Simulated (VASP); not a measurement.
A run of VASP 6.6.1 is set up as follows.

Contents of INCAR:

```
SYSTEM = Ge
PREC = Accurate ; ENCUT = 520
EDIFF = 1E-6 ; ISMEAR = -1
SIGMA = 0.05 ; LREAL = .FALSE.
LASPH = .TRUE. ; NELM = 100
ALGO = Normal ; ISIF = 2
LWAVE = .FALSE. ; LCHARG = .TRUE.
GGA = B5 ; ALDAX = 1.0
AGGAX = 1.0 ; AGGAC = 1.0
ALDAC = 0.0 ; IVDW = 13
VDW_S6 = 1.0 ; VDW_S8 = 2.34076671
VDW_A1 = 0.44488865 ; VDW_A2 = 4.0933009
LELF = .TRUE. ; LVHAR = .TRUE.
NBANDS = 36
```

Contents of KPOINTS:

```
Automatic mesh
0
G
  5 5 5
  0 0 0
```

The input POSCAR:

```
Ge
1.0
    0.0000000000      3.1624841315      5.5259015504
    2.6920753497      0.0000000000      5.5259015504
    2.6920753497      3.1624841315      0.0000000000
Ge
4
Direct
    0.7015954352      0.2984045648      0.7015954352
    0.2984045648      0.7015954352      0.2984045648
    0.2114259866      0.2114259866      0.7885740134
    0.7885740134      0.7885740134      0.2114259866
```

Potentials or basis: VASP PAW PBE potentials, release 64 (Ge_d).

Command:

```bash
$ cat potpaw_PBE.64/Ge_d/POTCAR > POTCAR
$ mpirun -np 1 vasp_std > vasp.out
```

Problem. Estimate the dispersion energy per atom.

Solution. -0.806 eV.

Problem. What does it give for the largest force?

Solution. 0.015 eV/Å.

Forces on the atoms (eV/Å):
```
Ge   0.000  0.015  0.000
Ge   0.000 -0.015  0.000
Ge   0.000  0.000 -0.002
Ge   0.000  0.000  0.002
```

Caveat: the PAW data sets were made with another functional, which shifts forces and pressure a little.
